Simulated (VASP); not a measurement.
# Si (I4/mmm) in VASP: further runs

Aim: see how the results for Si move with the level of theory and the settings. Levels: BLYP+D4, PBE0. Tasks: relaxation of cell and atoms, single point.

Program: VASP 6.6.1. These are calculated values, not measurements. Logs are shortened: lines on timing, memory, paths and dates and some standing lists are left out, and cuts for length are marked.

**1. The cell of the first run**

It takes space group I4/mmm (No. 139, tetragonal). The conventional cell has a = 3.254 Å, b = 3.254 Å, c = 2.641 Å, α = 90.00°, β = 90.00°, γ = 90.00°. Si (site symmetry 4/mmm) has 14 Si at 2.64 to 3.25 Å within 3.5 Å.

**2. Relaxation of cell and atoms, BLYP+D4**

Contents of INCAR:

```
SYSTEM = Si
PREC = Accurate ; ENCUT = 600
EDIFF = 1E-6 ; ISMEAR = -1
SIGMA = 0.05 ; LREAL = .False.
LASPH = .True. ; NELM = 100
ALGO = Normal ; ISIF = 3
LWAVE = .False. ; LCHARG = .False.
GGA = B5 ; ALDAX = 1.0
AGGAX = 1.0 ; AGGAC = 1.0
ALDAC = 0.0 ; IVDW = 13
VDW_S6 = 1.0 ; VDW_S8 = 2.34076671
VDW_A1 = 0.44488865 ; VDW_A2 = 4.0933009
IBRION = 2 ; NSW = 60
EDIFFG = -0.01
```

Contents of KPOINTS:

```
regular mesh
0
Gamma
  13 13 13
  0 0 0
```

Contents of POSCAR:

```
Si
1.0
   -1.6269149300      1.6269149300      1.3203298500
    1.6269149300     -1.6269149300      1.3203298500
    1.6269149300      1.6269149300     -1.3203298500
Si
1
Direct
    0.0000000000      0.0000000000      0.0000000000
```

Potentials or basis: VASP PAW PBE potentials, release 64 (Si).

Command:

```console
cat potpaw_PBE.64/Si/POTCAR > POTCAR
mpirun -np 1 vasp_std > vasp.out
```

OUTCAR:

```text
SYSTEM = Si
   PREC = Accurate
   ENCUT = 600
   EDIFF = 1E-6
   ISMEAR = -1
   LREAL = .False.
   LASPH = .True.
   NELM = 100
   ISIF = 3
   GGA = B5
   IVDW = 13
   IBRION = 2
   NSW = 60
   EDIFFG = -0.01

 ion  position               nearest neighbor table
   1  0.000  0.000  0.000-

  LATTYP: Found a body centered tetragonal cell.
 ALAT       =     3.2538298600
 C/A-ratio  =     0.8115543263

  Lattice vectors:

 A1 = (  -1.6269149300,   1.6269149300,   1.3203298500)
 A2 = (   1.6269149300,  -1.6269149300,   1.3203298500)
 A3 = (   1.6269149300,   1.6269149300,  -1.3203298500)

Analysis of symmetry for initial positions (statically):
=====================================================================
 Subroutine PRICEL returns:
 Original cell was already a primitive cell.

 Routine SETGRP: Setting up the symmetry group for a
 body centered tetragonal supercell.

 Subroutine GETGRP returns: Found 16 space group operations
 (whereof 16 operations were pure point group operations)
 out of a pool of 16 trial point group operations.

The static configuration has the point symmetry D_4h.

Analysis of symmetry for dynamics (positions and initial velocities):
=====================================================================
 Subroutine PRICEL returns:
 Original cell was already a primitive cell.

 Routine SETGRP: Setting up the symmetry group for a
 body centered tetragonal supercell.

 Subroutine GETGRP returns: Found 16 space group operations
 (whereof 16 operations were pure point group operations)
 out of a pool of 16 trial point group operations.

The dynamic configuration has the point symmetry D_4h.

 Subroutine INISYM returns: Found 16 space group operations
 (whereof 16 operations are pure point group operations),
 and found     1 'primitive' translations

----------------------------------------------------------------------------------------

                                     Primitive cell

  volume of cell :      13.9789

  direct lattice vectors                    reciprocal lattice vectors
    -1.626914930  1.626914930  1.320329850     0.000000000  0.307330144  0.378693249
     1.626914930 -1.626914930  1.320329850     0.307330144  0.000000000  0.378693249
     1.626914930  1.626914930 -1.320329850     0.307330144  0.307330144  0.000000000

  length of vectors
     2.652729781  2.652729781  2.652729781     0.487709334  0.487709334  0.434630458

  position of ions in fractional coordinates (direct lattice)
     0.000000000  0.000000000  0.000000000

  ion indices of the primitive-cell ions
[... 74 lines left out ...]
   EDIFF  = 0.1E-05   stopping-criterion for ELM
   LREAL  =      F    real-space projection
   EDIFFG = -.1E-01   stopping-criterion for IOM
   NSW    =     60    number of steps for IOM
   IBRION =      2    ionic relax: 0-MD 1-quasi-New 2-CG
   NFREE  =      1    steps in history (QN), initial steepest desc. (CG)
   ISIF   =      3    stress and relaxation
   ISYM   =      2    0-nonsym 1-usesym 2-fastsym
   POTIM  = 0.5000    time-step for ionic-motion
   TEBEG  =    0.0;   TEEND  =   0.0 temperature during run
   PSTRESS=    0.0 pullay stress
   NELECT =       4.0000    total number of electrons
   NUPDOWN=      -1.0000    fix difference up-down
   EMIN   =  10.00;   EMAX   =-10.00  energy-range for DOS
   EFERMI =   0.00;   METHOD = LEGACY
   ISMEAR =    -1;   SIGMA  =   0.05  broadening in eV -4-tet -1-fermi 0-gaus
   EFERMI_NEDOS =   21; number of points for ismear=-14 and -15
   IALGO  =     38    algorithm
   IMIX   =      4    mixing-type and parameters
     AMIX     =   0.40;   BMIX     =  1.00
     AMIX_MAG =   1.60;   BMIX_MAG =  1.00
  volume/ion in A,a.u.               =      13.98        94.33
  Fermi-wavevector in a.u.,A,eV,Ry     =   1.078791  2.038620 15.834335  1.163791
  Thomas-Fermi vector in A             =   2.214739
   LORBIT       =      0    0 simple, 1 ext, 2 COOP (PROOUT), +10 PAW based schemes
   GGA     = B5    functional components
   LHFCALC =     F    Hartree Fock is set to
   AEXX    =    0.0000 exact exchange contribution
   IVDW    =    13    specifies the selected vdW correction
   LEPSILON=     F    determine dielectric tensor
   LRPA    =     F    only Hartree local field effects (RPA)
 conjugate gradient relaxation of ions
 non-spin polarized calculation
  energy-cutoff  :      600.00
  volume of cell :       13.98
 maximum number of plane-waves:       481
 NGX is ok and might be reduce to    24
   NGX = 11   NGY = 11   NGZ = 11

--------------------------------------- Ionic step        1  -------------------------------------------

 number of electron       4.0000000 magnetization

 Free energy of the ion-electron system (eV)
  ---------------------------------------------------
  ext. energy  EPLUGINS =         0.00000000
  ---------------------------------------------------
  free energy    TOTEN  =        -3.74275841 eV

  energy without entropy =       -3.73791364  energy(sigma->0) =       -3.74033602

------------------------ aborting loop because EDIFF is reached ----------------------------------------

  DFT-D4 for vdW energy calculation

  Edisp (eV):   -0.88428
[... 102 lines left out ...]
  FREE ENERGIE OF THE ION-ELECTRON SYSTEM (eV)
  ---------------------------------------------------
  free  energy   TOTEN  =        -4.6398204920 eV

  energy  without entropy=       -4.6364867381  energy(sigma->0) =       -4.63815362

[... ionic steps 4 to 7 ...]

--------------------------------------- Ionic step        8  -------------------------------------------

 number of electron       4.0000000 magnetization

------------------------ aborting loop because EDIFF is reached ----------------------------------------
[... 73 lines left out ...]
--------------------------------------- Ionic step       10  -------------------------------------------

 number of electron       4.0000000 magnetization

 Free energy of the ion-electron system (eV)
  ---------------------------------------------------
  ext. energy  EPLUGINS =         0.00000000
  ---------------------------------------------------
  free energy    TOTEN  =        -3.79047974 eV

  energy without entropy =       -3.78763780  energy(sigma->0) =       -3.78905877

 E-fermi :  10.5571     XC(G=0): -10.5090

 val. band max:       10.4809015891   @ k =   0.2308   0.1538   0.0769
 cond. band min:      10.5668096009   @ k =  -0.2308   0.4615   0.1538
 fundamental gap:      0.0859080118
 Fermi energy:        10.5571030724

 k-point     1 :       0.0000    0.0000    0.0000
  band No.  band energies     occupation
      1      -3.8103      2.00000
      2      19.4016      0.00000
      3      19.5106      0.00000
      4      19.5106      0.00000
      5      22.7247      0.00000
      6      24.3748      0.00000
[... 199 lines left out ...]
 k-point    24 :       0.4615    0.1538    0.0000
  band No.  band energies     occupation
      1       3.2745      2.00000
      2       7.1794      2.00000
      3      10.8861      0.00277
      4      15.9676      0.00000
      5      19.0279      0.00000
      6      23.5400      0.00000

 [... further k-points ...]

------------------------ aborting loop because EDIFF is reached ----------------------------------------

  DFT-D4 for vdW energy calculation

  Edisp (eV):   -0.85480
[... 24 lines left out ...]
  FREE ENERGIE OF THE ION-ELECTRON SYSTEM (eV)
  ---------------------------------------------------
  free  energy   TOTEN  =        -4.6452781509 eV

  energy  without entropy=       -4.6424362106  energy(sigma->0) =       -4.64385718

 reached required accuracy - stopping structural energy minimisation
```

Run time: 77 s. Hardware: 1 thread of Intel Xeon Platinum 8488C (Sapphire Rapids), shared host; peak memory 0.14 GiB.

Results:

| Quantity | Value |
| --- | --- |
| Free energy | -4.6453 eV |
| Relaxed volume | 14.50 Å³/atom |
| Relaxed cell | a = 2.699 Å, b = 2.699 Å, c = 2.699 Å, α = 103.22°, β = 103.22°, γ = 122.87° |
| Space group after relaxing (to 0.1 Å) | I4/mmm (No. 139) |
| Energy gained by relaxing | 18.2 meV/atom |
| Ionic steps | 10 |
| Pressure after relaxing | 0.0 GPa |
| Band gap on the k mesh | zero (bands 2 and 3 overlap by 12.08 eV) |
| Dispersion energy per atom | -0.855 eV |

Stress tensor (GPa, compression positive):
```
 0.02  0.00  0.00
 0.00  0.02  0.00
 0.00  0.00 -0.09
```

Step by step:
| step | energy change (eV) | largest force (eV/Å) | pressure (GPa) | volume (Å³) |
| --- | --- | --- | --- | --- |
| 1 | 0.0000 | 0.0000 | 3.16 | 13.98 |
| 2 | -0.0113 | 0.0000 | -0.10 | 14.54 |
| 3 | -0.0128 | 0.0000 | -1.97 | 14.91 |
| 4 | -0.0130 | 0.0000 | -1.53 | 14.82 |
| 5 | -0.0153 | 0.0000 | -1.93 | 14.90 |
| 6 | -0.0160 | 0.0000 | -1.83 | 14.87 |
| 7 | -0.0182 | 0.0000 | -0.19 | 14.53 |
| 8 | -0.0182 | 0.0000 | 0.02 | 14.49 |
| 9 | -0.0182 | 0.0000 | 0.00 | 14.50 |
| 10 | -0.0182 | 0.0000 | -0.01 | 14.50 |

Final structure:
```yaml
crystal:
  lattice:
    - [-1.67613, 1.67613, 1.29049]
    - [1.67613, -1.67613, 1.29049]
    - [1.67613, 1.67613, -1.29049]
  atoms:
    - { symbol: Si, position: [0.00000, 0.00000, 0.00000] }
```

Caveat: the PAW data sets were made with another functional, which shifts forces and pressure a little.

**3. Single point, PBE0**

This run uses another cell than the first one, of 14.54 Å³/atom.

Contents of POSCAR:

```
Si
1.0
   -1.6483241605      1.6483241605      1.3377046037
    1.6483241605     -1.6483241605      1.3377046037
    1.6483241605      1.6483241605     -1.3377046037
Si
1
Direct
    0.0000000000      0.0000000000      0.0000000000
```

Contents of INCAR.step1:

```
PREC = Accurate ; ENCUT = 520
EDIFF = 1E-5 ; ISMEAR = -1
SIGMA = 0.05 ; LREAL = F
LASPH = T ; NELM = 80
ALGO = Normal ; ISIF = 2
LWAVE = T ; LCHARG = F
GGA = PE ; NBANDS = 8
```

Contents of INCAR.step2:

```
PREC = Accurate ; ENCUT = 520
EDIFF = 1E-7 ; ISMEAR = -1
SIGMA = 0.05 ; LREAL = F
LASPH = T ; NELM = 80
ALGO = Normal ; ISIF = 2
LWAVE = F ; LCHARG = F
GGA = PE ; LHFCALC = T
AEXX = 0.25 ; PRECFOCK = Normal
ISTART = 1 ; NBANDS = 8
```

Contents of KPOINTS:

```
Automatic mesh
0
Gamma
  8 8 8
```

Potentials or basis: VASP PAW PBE potentials, release 64 (Si).

Command:

```console
cat potpaw_PBE.64/Si/POTCAR > POTCAR
cp INCAR.step1 INCAR
mpirun -np 1 vasp_std > vasp.out
cp INCAR.step2 INCAR
mpirun -np 1 vasp_std > vasp.out
```

Wall time 33 min (1 thread of AMD EPYC 7R13, shared host); peak memory 0.11 GiB.

It converged, with:

```yaml
Free_energy: -6.1902 eV
Pressure: -2.8 GPa
Band_gap_on_the_k_mesh: zero (bands 2 and 3 overlap by 14.21 eV)
```

Stress tensor (GPa, compression positive):
```
 0.53  0.00  0.00
 0.00  0.53  0.00
 0.00  0.00 -9.53
```

Levels at points of the mesh, in eV from the Fermi level:
| k point | band 1 | band 2 | band 3 | band 4 | band 5 | band 6 | band 7 |
| --- | --- | --- | --- | --- | --- | --- | --- |
| (0.00, 0.00, 0.00) | -16.95 | 10.56 | 10.95 | 10.95 | 14.04 | 14.78 | 16.41 |
| (0.50, 0.00, 0.00) | -7.80 | -7.54 | 5.38 | 7.11 | 7.28 | 10.04 | 19.88 |
| (0.50, 0.50, 0.00) | -10.28 | -8.87 | 9.85 | 12.52 | 12.59 | 12.81 | 18.42 |
| (0.50, 0.50, 0.50) | -3.39 | -3.39 | -2.31 | 1.63 | 4.75 | 7.23 | 26.58 |

Caveat: the k points lie up to 0.38 Å⁻¹ apart, too coarse for converged energies and pressures of a metal; the PAW data sets were made with another functional, which shifts forces and pressure a little.
